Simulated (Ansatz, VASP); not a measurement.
**H2WO4: VASP beside Ansatz**

```
CELL_PARAMETERS angstrom
11.58000 0.00000 0.00000
0.00000 12.91000 0.00000
0.00000 0.00000 11.13000
ATOMIC_POSITIONS crystal
W 0.49991 0.49988 0.50502
O 0.57675 0.58229 0.59588
O 0.42306 0.41746 0.59588
O 0.60442 0.42304 0.40990
O 0.39539 0.57672 0.40990
H 0.61121 0.34857 0.40431
H 0.38860 0.65119 0.40431
```

Alike in both runs: task single point; functional PBE; k mesh 1 × 1 × 1; occupations gaussian, width 0.01 eV; non-collinear spin, spin-orbit coupling.

|  | VASP | Ansatz |
| --- | --- | --- |
| version | VASP 6.6.1 | Ansatz 0.2.0 |
| potentials or method | VASP PAW PBE potentials, release 64 (W_sv, O, H), cutoff 520 eV | plane waves, PAW |
| valence electrons in the cell | 40 | 40 |

|  | VASP | Ansatz | Ansatz less VASP |
| --- | --- | --- | --- |
| rms of the force components (eV/Å) | 0.307 | 0.095 | -0.2123 |
| net moment per atom (μB) | 0.00 | 0.00 | 0.000 |

One of these differences is far larger than is usual between the two programs; its cause wasn't traced. Ansatz's warnings: structure snapped to symmetry, xc potential rough in thin density.
